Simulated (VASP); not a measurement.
A run of VASP 6.6.1:

The input INCAR:

```
SYSTEM = SnAs
  PREC = Accurate
  ENCUT = 600
  EDIFF = 1E-8
  ISMEAR = -1
  SIGMA = 0.1
  LREAL = .False.
  LASPH = .True.
  NELM = 60
  ALGO = Normal
  ISIF = 3
  LWAVE = .False.
  LCHARG = .False.
  GGA = CA
  IBRION = 6
  NFREE = 2
  POTIM = 0.015
  NSW = 1
```

Contents of KPOINTS:

```
Automatic mesh
0
Gamma
  12 12 12
  0 0 0
```

Contents of POSCAR:

```
SnAs
1.0
    0.0000000000      2.8349846010      2.8349846010
    2.8349846010      0.0000000000      2.8349846010
    2.8349846010      2.8349846010      0.0000000000
Sn As
1 1
Direct
    0.0000000000      0.0000000000      0.0000000000
    0.5000000000      0.5000000000      0.5000000000
```

Potentials or basis: VASP PAW LDA potentials, release 64 (Sn_d, As).

Launch:

```bash
$ cat potpaw_LDA.64/Sn_d/POTCAR potpaw_LDA.64/As/POTCAR > POTCAR
$ mpirun -np 1 vasp_std > vasp.out
```

Hardware: 1 thread of Intel Xeon 8259CL, on a shared host.

**Question.** Estimate the wall time of this run.

**Answer.** Run time: 43 min on 1 thread of Intel Xeon 8259CL (shared host), peak memory 0.68 GiB. Counts: scf iterations 164, k points 72.
